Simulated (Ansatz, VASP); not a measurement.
**Hg in VASP and in Ansatz**

```
CELL_PARAMETERS angstrom
1.72870 0.99807 2.22113
-1.72870 0.99807 2.22113
0.00000 -1.99614 2.22113
ATOMIC_POSITIONS crystal
Hg 0.00000 0.00000 0.00000
```

Alike in both runs: task relaxation of cell and atoms; functional PBE; k mesh 8 × 8 × 8; occupations gaussian, width 0.05 eV; no spin polarisation.

```csv
,VASP,Ansatz
version,VASP 6.6.1,Ansatz 0.2.0
potentials or method,"VASP PAW PBE potentials, release 64 (Hg_sv_GW), cutoff 550 eV","scalar-relativistic, plane waves, PAW"
valence electrons in the cell,20,20
```

```tsv
	VASP	Ansatz	Ansatz less VASP
gap on the k mesh at the Fermi level, each at its own relaxed structure (eV)	none	none	-
relaxed volume (Å³/atom)	26.38	28.39	+2.009
relaxed length of the cell vector where the two differ most in proportion (Å)	3.093	3.126	+0.0327
```

A gap of «none» marks a metal or a gap that the smearing closes. One of these differences is far larger than is usual between the two programs; its cause wasn't traced.

Spin-orbit coupling is off throughout.
